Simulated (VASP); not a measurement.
# Hf (I4/mmm) in VASP: a series of runs, part 2 of 2

VASP 6.6.1. Earlier steps stand in the parts before.

### 3 Single point, LDA (strain +0.000 along x and y, -0.080 along z)

Contents of INCAR:

```
SYSTEM = Hf
PREC = Accurate
ENCUT = 520
EDIFF = 1E-7
ISMEAR = 0
SIGMA = 0.15
LREAL = .FALSE.
LASPH = .TRUE.
NELM = 100
ALGO = Normal
ISIF = 2
LWAVE = .FALSE.
LCHARG = .FALSE.
NBANDS = 11
```

Contents of KPOINTS:

```
Automatic mesh
0
G
  18 18 18
  0 0 0
```

Contents of POSCAR:

```
Hf
1.0
    0.0000000000      2.2200000000      2.0424000000
    2.2200000000      0.0000000000      2.0424000000
    2.2200000000      2.2200000000      0.0000000000
Hf
1
Direct
    0.0000000000      0.0000000000      0.0000000000
```

Potentials or basis: VASP PAW LDA potentials, release 64 (Hf_pv).

Launch:

```
cat potpaw_LDA.64/Hf_pv/POTCAR > POTCAR
mpirun -np 1 vasp_std > vasp.out
```

OUTCAR:

```text
SYSTEM = Hf
   PREC = Accurate
   ENCUT = 520
   EDIFF = 1E-7
   ISMEAR = 0
   LREAL = .FALSE.
   LASPH = .TRUE.
   NELM = 100
   ISIF = 2

 ion  position               nearest neighbor table
   1  0.000  0.000  0.000-

  LATTYP: Found a body centered tetragonal cell.
 ALAT       =     3.1395541085
 C/A-ratio  =     1.3010764774

  Lattice vectors:

 A1 = (   0.0000000000,  -2.2200000000,  -2.0424000000)
 A2 = (   0.0000000000,   2.2200000000,  -2.0424000000)
 A3 = (   2.2200000000,   0.0000000000,   2.0424000000)

Analysis of symmetry for initial positions (statically):
=====================================================================
 Subroutine PRICEL returns:
 Original cell was already a primitive cell.

 Routine SETGRP: Setting up the symmetry group for a
 body centered tetragonal supercell.

 Subroutine GETGRP returns: Found 16 space group operations
 (whereof 16 operations were pure point group operations)
 out of a pool of 16 trial point group operations.

The static configuration has the point symmetry D_4h.

Analysis of symmetry for dynamics (positions and initial velocities):
=====================================================================
 Subroutine PRICEL returns:
 Original cell was already a primitive cell.

 Routine SETGRP: Setting up the symmetry group for a
 body centered tetragonal supercell.

 Subroutine GETGRP returns: Found 16 space group operations
 (whereof 16 operations were pure point group operations)
 out of a pool of 16 trial point group operations.

The dynamic configuration has the point symmetry D_4h.

 Subroutine INISYM returns: Found 16 space group operations
 (whereof 16 operations are pure point group operations),
 and found     1 'primitive' translations

----------------------------------------------------------------------------------------

                                     Primitive cell

  volume of cell :      20.1315

  direct lattice vectors                    reciprocal lattice vectors
     0.000000000  2.220000000  2.042400000    -0.225225225  0.225225225  0.244810027
[... 112 lines left out ...]
   IVDW    =     0    specifies the selected vdW correction
   LEPSILON=     F    determine dielectric tensor
   LRPA    =     F    only Hartree local field effects (RPA)
 non-spin polarized calculation
 Gauss-broadening in eV      SIGMA  =   0.15
  energy-cutoff  :      520.00
  volume of cell :       20.13
 maximum number of plane-waves:       558
   NGX = 11   NGY = 11   NGZ = 11

 number of electron      10.0000000 magnetization

 Free energy of the ion-electron system (eV)
  ---------------------------------------------------
  ext. energy  EPLUGINS =         0.00000000
  ---------------------------------------------------
  free energy    TOTEN  =       -10.61925820 eV

  energy without entropy =      -10.60340373  energy(sigma->0) =      -10.61133097

 E-fermi :   5.3764     XC(G=0): -11.9596

 val. band max:        5.3745655363   @ k =  -0.3333   0.1111   0.3333
 cond. band min:       5.3771730568   @ k =  -0.2778   0.0556   0.0000
 fundamental gap:      0.0026075205
 Fermi energy:         5.3764254789

 k-point     1 :       0.0000    0.0000    0.0000
  band No.  band energies     occupation
      1     -24.0954      2.00000
      2     -24.0954      2.00000
      3     -24.0864      2.00000
      4      -2.1008      2.00000
      5       6.4740      0.00000
      6       6.4740      0.00000
      7       7.4633      0.00000
      8       9.0954      0.00000
      9      10.5239      0.00000
     10      17.2649      0.00000
     11      17.8536      0.00000
[... 309 lines left out ...]
 k-point    24 :      -0.2222    0.0556    0.0000
  band No.  band energies     occupation
      1     -24.6536      2.00000
      2     -24.1877      2.00000
      3     -24.1779      2.00000
      4      -0.0855      2.00000
      5       5.4687      0.38448
      6       6.7891      0.00000
      7       7.5296      0.00000
      8       9.0387      0.00000
      9      10.4938      0.00000
     10      17.8411      0.00000
     11      18.2226      0.00000

 [... further k-points ...]

------------------------ aborting loop because EDIFF is reached ----------------------------------------

  FORCE on cell =-STRESS in cart. coord.  units (eV):
  Direction    XX          YY          ZZ          XY          YZ          ZX
  --------------------------------------------------------------------------------------
  -------------------------------------------------------------------------------------
  Total        0.2827001      0.2827001      0.7478186      0.0000000      0.0000000     -0.0000000
  in kB       22.4988228     22.4988228     59.5155000      0.0000000      0.0000000     -0.0000000
  external PRESSURE =      34.8377152 kB  Pullay stress =       0.0000000 kB

 VOLUME and BASIS-vectors are now :
 -----------------------------------------------------------------------------
  energy-cutoff  :      520.00
  volume of cell :       20.13
      direct lattice vectors                 reciprocal lattice vectors
     0.000000000  2.220000000  2.042400000    -0.225225225  0.225225225  0.244810027
     2.220000000  0.000000000  2.042400000     0.225225225 -0.225225225  0.244810027
     2.220000000  2.220000000  0.000000000     0.225225225  0.225225225 -0.244810027

 POSITION                                       TOTAL-FORCE (eV/Angst)
 -----------------------------------------------------------------------------------
      0.00000      0.00000      0.00000         0.000000      0.000000      0.000000
 -----------------------------------------------------------------------------------
    total drift:                                0.000000      0.000000     -0.000000

  FREE ENERGIE OF THE ION-ELECTRON SYSTEM (eV)
  ---------------------------------------------------
  free  energy   TOTEN  =       -10.6192582049 eV

  energy  without entropy=      -10.6034037320  energy(sigma->0) =      -10.61133097
```

It took 49 s on 1 thread of Intel Xeon Platinum 8259CL at 2.50GHz (Skylake/Cascade Lake), shared host; peak memory 0.22 GiB.

Results:

```yaml
Free_energy: -10.6193 eV
Pressure: 3.5 GPa
Band_gap_on_the_k_mesh: zero (band 5 reaches 6.56 eV, above the bottom of band 6 at 4.60 eV)
```

Stress tensor (GPa, compression positive):
```
2.25 0.00 0.00
0.00 2.25 0.00
0.00 0.00 5.95
```

Caveat: the cell differs from its parent crystal (strain +0.000 along x and y, -0.080 along z); spin-orbit coupling is left out, which moves the levels of the heavy elements.
